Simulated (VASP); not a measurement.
Write the native input for VASP 6.6.1 that does the following.

```
Task                   : single point
Functional             : PBE
Potentials or basis    : VASP PAW PBE potentials, release 64 (La)
Cutoff                 : 500 eV
k mesh                 : 7 × 7 × 4
Occupations            : gaussian, width 0.05 eV
Spin                   : no spin polarisation
Dipole correction      : no
Further INCAR settings : ALGO = Normal; EDIFF = 1e-06; NBANDS = 18
```

The structure of La lies in POSCAR:

```
La
1.0
    3.3394147925      0.0000000000      0.0000000000
   -1.6697073962      2.8920180440      0.0000000000
    0.0000000000      0.0000000000      5.7559726262
La
2
Direct
    0.3333333333      0.6666666667      0.2500000000
    0.6666666667      0.3333333333      0.7500000000
```

One way to write it, as run:

INCAR

```
SYSTEM = La
PREC = Accurate
ENCUT = 500
EDIFF = 1E-6
ISMEAR = 0
SIGMA = 0.05
LREAL = .FALSE.
LASPH = .TRUE.
NELM = 200
ALGO = Normal
ISIF = 2
LWAVE = .FALSE.
LCHARG = .FALSE.
GGA = PE
NBANDS = 18
GGA_COMPAT = .FALSE.
LMAXMIX = 6
```

KPOINTS

```
Automatic mesh
0
G
  7 7 4
  0 0 0
```

Potentials or basis: VASP PAW PBE potentials, release 64 (La).

Run with:

```bash
$ cat potpaw_PBE.64/La/POTCAR > POTCAR
$ mpirun -np 1 vasp_std > vasp.out
```

It gave:

```yaml
Pressure: 10.0 GPa
Band_gap_on_the_k_mesh: zero (band 11 reaches 11.91 eV, above the bottom of band 12 at 10.06 eV)
```

Caveat: spin-orbit coupling is left out, which moves the levels of the heavy elements.

Wall time 54 s on 1 thread of Intel Xeon 8259CL, with other jobs on the host, peak memory 0.18 GiB.
